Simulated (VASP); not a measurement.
# MgO (P6_3/mmc) in VASP: a series of runs, part 2 of 2

VASP 6.6.1. The steps go on from the part before.

### 5 Relaxation of cell and atoms, PBE

Input file INCAR:

```
SYSTEM = MgO
ALGO = Normal ; EDIFF = 1E-6
EDIFFG = -0.01 ; ENCUT = 600
GGA = PE ; IBRION = 2
ISIF = 3 ; ISMEAR = 0
LASPH = .TRUE. ; LCHARG = .FALSE.
LREAL = .FALSE. ; LWAVE = .FALSE.
NELM = 100 ; NSW = 100
PREC = Accurate ; SIGMA = 0.02
```

Input file KPOINTS:

```
k-points
0
G
  12 12 4
  0 0 0
```

Input file POSCAR:

```
MgO
1.0
    2.9819921000      0.0000000000      0.0000000000
   -1.4909960000      2.5824809000      0.0000000000
    0.0000000000      0.0000000000     10.0777081000
Mg O
4 4
Direct
    0.6666667000      0.3333333000      0.8780530000
    0.3333333000      0.6666667000      0.1219470000
    0.3333333000      0.6666667000      0.3780530000
    0.6666667000      0.3333333000      0.6219470000
    0.0000000000      0.0000000000      0.0000000000
    0.0000000000      0.0000000000      0.5000000000
    0.6666667000      0.3333333000      0.2500000000
    0.3333333000      0.6666667000      0.7500000000
```

Potentials or basis: VASP PAW PBE potentials, release 64 (Mg, O).

The run is started by

```sh
cat potpaw_PBE.64/Mg/POTCAR potpaw_PBE.64/O/POTCAR > POTCAR
mpirun -np 1 vasp_std > vasp.out
```

OUTCAR:

```text
SYSTEM = MgO
   EDIFF = 1E-6
   EDIFFG = -0.01
   ENCUT = 600
   GGA = PE
   IBRION = 2
   ISIF = 3
   ISMEAR = 0
   LASPH = .TRUE.
   LREAL = .FALSE.
   NELM = 100
   NSW = 100
   PREC = Accurate

 ion  position               nearest neighbor table
   1  0.667  0.333  0.878-   5 2.12   5 2.12   5 2.12   8 2.15   8 2.15   8 2.15   4 2.58   2 3.00
                             2 3.00   2 3.00
   2  0.333  0.667  0.122-   5 2.12   5 2.12   5 2.12   7 2.15   7 2.15   7 2.15   3 2.58   1 3.00
                             1 3.00   1 3.00
   3  0.333  0.667  0.378-   6 2.12   6 2.12   6 2.12   7 2.15   7 2.15   7 2.15   2 2.58   4 3.00
                             4 3.00   4 3.00
   4  0.667  0.333  0.622-   6 2.12   6 2.12   6 2.12   8 2.15   8 2.15   8 2.15   1 2.58   3 3.00
                             3 3.00   3 3.00
   5  0.000  0.000  0.000-   1 2.12   2 2.12   2 2.12   1 2.12   1 2.12   2 2.12
   6  0.000  0.000  0.500-   3 2.12   4 2.12   3 2.12   4 2.12   4 2.12   3 2.12
   7  0.667  0.333  0.250-   2 2.15   3 2.15   2 2.15   3 2.15   2 2.15   3 2.15
   8  0.333  0.667  0.750-   1 2.15   4 2.15   1 2.15   4 2.15   1 2.15   4 2.15

  LATTYP: Found a hexagonal cell.
 ALAT       =     2.9819921000
 C/A-ratio  =     3.3795220651

  Lattice vectors:

 A1 = (   2.9819921000,   0.0000000000,   0.0000000000)
 A2 = (  -1.4909960000,   2.5824809000,   0.0000000000)
 A3 = (   0.0000000000,   0.0000000000,  10.0777081000)

Analysis of symmetry for initial positions (statically):
=====================================================================
[... 195 lines left out ...]
  -------------------------------------------------------------------------------------
  Total       -0.4418166     -0.4418166     -0.4371331     -0.0000000      0.0000000      0.0000000
  in kB       -9.1211000     -9.1211000     -9.0244113     -0.0000002      0.0000000      0.0000000
  external PRESSURE =      -9.0888704 kB  Pullay stress =       0.0000000 kB
[... 71 lines left out ...]
--------------------------------------- Ionic step        3  -------------------------------------------

 number of electron      32.0000012 magnetization

 Free energy of the ion-electron system (eV)
  ---------------------------------------------------
  ext. energy  EPLUGINS =         0.00000000
  ---------------------------------------------------
  free energy    TOTEN  =       -47.05213019 eV

  energy without entropy =      -47.05213019  energy(sigma->0) =      -47.05213019

 E-fermi :   3.2343     XC(G=0): -10.9213

 val. band max:        3.1547171659   @ k =   0.0000   0.0000   0.0000
 cond. band min:       7.3621598168   @ k =   0.0000   0.0000   0.0000
 fundamental gap:      4.2074426508
 Fermi energy:         3.2342995267

 k-point     1 :       0.0000    0.0000    0.0000
  band No.  band energies     occupation
      1     -14.2136      2.00000
      2     -13.9011      2.00000
      3     -13.3720      2.00000
      4     -12.9717      2.00000
      5      -1.6467      2.00000
      6       0.0423      2.00000
[... 565 lines left out ...]
     20      12.8613      0.00000
     21      13.5137      0.00000

 [... further k-points ...]
[... 5 lines left out ...]
  --------------------------------------------------------------------------------------
  -------------------------------------------------------------------------------------
  Total       -0.0110437     -0.0110437      0.0082259     -0.0000000     -0.0000000      0.0000000
  in kB       -0.2293994     -0.2293994      0.1708685     -0.0000000     -0.0000000      0.0000000
  external PRESSURE =      -0.0959768 kB  Pullay stress =       0.0000000 kB
[... 23 lines left out ...]
  FREE ENERGIE OF THE ION-ELECTRON SYSTEM (eV)
  ---------------------------------------------------
  free  energy   TOTEN  =       -47.0521301875 eV

  energy  without entropy=      -47.0521301875  energy(sigma->0) =      -47.05213019

 reached required accuracy - stopping structural energy minimisation
```

OSZICAR:

```text
N       E                     dE             d eps       ncg     rms          rms(c)
DAV:   1     0.176262023912E+03    0.17626E+03   -0.16708E+04  2394   0.155E+03
DAV:   2    -0.421794580410E+02   -0.21844E+03   -0.20646E+03  3337   0.287E+02
DAV:   3    -0.531801570075E+02   -0.11001E+02   -0.10950E+02  2899   0.697E+01
DAV:   4    -0.532623069084E+02   -0.82150E-01   -0.82110E-01  2864   0.690E+00
[... 19 lines left out ...]
DAV:   1    -0.470528521428E+02   -0.83527E-03   -0.13265E-02  2854   0.972E-01    0.202E-01
DAV:   2    -0.470521377558E+02    0.71439E-03   -0.38189E-03  2819   0.414E-01    0.198E-02
DAV:   3    -0.470521346982E+02    0.30577E-05   -0.45318E-05  2799   0.586E-02    0.120E-02
DAV:   4    -0.470521307085E+02    0.39897E-05   -0.36293E-06  2595   0.159E-02    0.307E-03
DAV:   5    -0.470521301875E+02    0.52097E-06   -0.71732E-07  1732   0.594E-03
   3 F= -.47052130E+02 E0= -.47052130E+02  d E =-.137252E-02
```

CONTCAR:

```text
MgO
   1.00000000000000
     2.9758566354400813   -0.0000000001187901    0.0000000000000000
    -1.4879282679257912    2.5771674319635478    0.0000000000000000
     0.0000000000000000    0.0000000000000000   10.0571929640907918
  Mg              O
     4     4
Direct
     0.6666667000000004    0.3333332999999996    0.8780659565560947
     0.3333332999999996    0.6666667000000004    0.1219340434439053
     0.3333332999999996    0.6666667000000004    0.3780659565560947
     0.6666667000000004    0.3333332999999996    0.6219340434439053
     0.0000000000000000    0.0000000000000000    0.0000000000000000
     0.0000000000000000    0.0000000000000000    0.5000000000000000
     0.6666667000000004    0.3333332999999996    0.2500000000000000
     0.3333332999999996    0.6666667000000004    0.7500000000000000

  0.00000000E+00  0.00000000E+00  0.00000000E+00
  0.00000000E+00  0.00000000E+00  0.00000000E+00
  0.00000000E+00  0.00000000E+00  0.00000000E+00
  0.00000000E+00  0.00000000E+00  0.00000000E+00
  0.00000000E+00  0.00000000E+00  0.00000000E+00
  0.00000000E+00  0.00000000E+00  0.00000000E+00
  0.00000000E+00  0.00000000E+00  0.00000000E+00
  0.00000000E+00  0.00000000E+00  0.00000000E+00
```

Run time: 89 s. Hardware: 1 thread of AMD EPYC 9R45 (Zen 5), shared host; peak memory 0.25 GiB.

Results:

```
Free energy                           : -47.0521 eV
Relaxed volume                        : 9.64 Å³/atom
Relaxed cell                          : a = 2.976 Å, b = 2.976 Å, c = 10.057 Å, α = 90.00°, β = 90.00°, γ = 120.00°
Space group after relaxing (to 0.1 Å) : P6_3/mmc (No. 194)
Energy gained by relaxing             : 0.2 meV/atom
Ionic steps                           : 3
Pressure after relaxing               : 0.0 GPa
Band gap on the k mesh                : 4.21 eV
```

Forces on the atoms (eV/Å):
```
Mg   0.000  0.000 -0.002
Mg   0.000  0.000  0.002
Mg   0.000  0.000 -0.002
Mg   0.000  0.000  0.002
O    0.000  0.000  0.000
O    0.000  0.000  0.000
O    0.000  0.000  0.000
O    0.000  0.000  0.000
```

Step by step:
| step | energy change (eV) | largest force (eV/Å) | pressure (GPa) | volume (Å³) |
| --- | --- | --- | --- | --- |
| 1 | 0.0000 | 0.0035 | -0.91 | 77.61 |
| 2 | -0.0013 | 0.0031 | 0.29 | 76.99 |
| 3 | -0.0014 | 0.0023 | -0.01 | 77.13 |

Final structure:
```
Mg O
1.0
     2.97586    0.00000    0.00000
    -1.48793    2.57717    0.00000
     0.00000    0.00000   10.05719
Mg O
4 4
Direct
  0.66667 0.33333 0.87807
  0.33333 0.66667 0.12193
  0.33333 0.66667 0.37807
  0.66667 0.33333 0.62193
  0.00000 0.00000 0.00000
  0.00000 0.00000 0.50000
  0.66667 0.33333 0.25000
  0.33333 0.66667 0.75000
```

A k mesh can miss the band edges.

### 6 Overview

```tsv
task	level	cell	k mesh	cutoff (eV)	smearing	gap on the mesh (eV)	pressure (GPa)
single point	PBE	a = 2.982, b = 2.982, c = 10.078 Å, angles 90.0, 90.0, 120.0°, 8 atoms	6 × 6 × 2	520	gaussian 0.1 eV	4.15	-0.7
single point	PBE	a = 2.982, b = 2.982, c = 10.078 Å, angles 90.0, 90.0, 120.0°, 8 atoms	12 × 12 × 4	520	gaussian 0.02 eV	4.15	-0.7
single point	r2SCAN	a = 2.982, b = 2.982, c = 10.078 Å, angles 90.0, 90.0, 120.0°, 8 atoms	12 × 12 × 4	520	gaussian 0.02 eV	5.00	-6.5
relaxation of cell and atoms	PBE	relaxed from a = 2.982, b = 2.982, c = 10.078 Å, angles 90.0, 90.0, 120.0°, 8 atoms	12 × 12 × 4	600	gaussian 0.02 eV	4.21	0.0
```

Alike in all rows: potentials or basis VASP PAW PBE potentials, release 64 (Mg, O); no spin polarisation.

On the cell as given the gap runs from 4.15 eV (PBE) to 5.00 eV (r2SCAN); the meshes differ, which moves gaps too. The pressure there spans -6.5 GPa (r2SCAN) to -0.7 GPa (PBE); a positive pressure means that this level wants a larger cell, a negative one a smaller.

Caveats: the cell stands under tension (at least some runs); the PAW data sets were made with another functional, which shifts forces and pressure a little (at least some runs).

Absolute energies hang on the potentials; compare differences alone.
